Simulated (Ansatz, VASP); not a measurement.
**Si in VASP and in Ansatz**

```
CELL_PARAMETERS angstrom
0.00000 5.43000 5.43000
5.43000 0.00000 5.43000
5.43000 5.43000 0.00000
ATOMIC_POSITIONS crystal
Si 0.00068 0.00085 0.99973
Si 0.12513 0.12515 0.12466
Si 0.00053 0.00060 0.49847
Si 0.12204 0.12221 0.62765
Si 0.00100 0.49876 0.99965
Si 0.12218 0.62836 0.12121
Si 0.99475 0.50201 0.50131
Si 0.12233 0.62812 0.62753
Si 0.49877 0.00107 0.99966
Si 0.62824 0.12239 0.12123
Si 0.50181 0.99514 0.50126
Si 0.62811 0.12241 0.62755
Si 0.50232 0.50250 0.99327
Si 0.62860 0.62862 0.12108
Si 0.50226 0.50230 0.50127
Si 0.62540 0.62579 0.62398
Si 0.37550 0.37585 0.37366
```

Alike in both runs: functional LDA; k mesh 2 × 2 × 2; occupations gaussian, width 0.02 eV; no spin polarisation.

Ansatz relaxed the structure, and its values are those at the end. VASP's run is a single point on that final structure, the one shown.

|  | VASP | Ansatz |
| --- | --- | --- |
| version | VASP 6.6.1 | Ansatz 0.2.0 |
| potentials or method | VASP PAW LDA potentials, release 64 (Si), cutoff 520 eV | scalar-relativistic, plane waves, PAW |
| valence electrons in the cell | 68 | 68 |

```tsv
	VASP	Ansatz	Ansatz less VASP
rms of the force components (eV/Å)	0.008	0.007	-0.0004
```

Ansatz warns that its potentials were made for another functional, while VASP's fit it. LDA's correlation is that of Perdew and Zunger in VASP and of Perdew and Wang (1992) in Ansatz.

The k mesh is coarse, so the values compare programs but aren't converged.
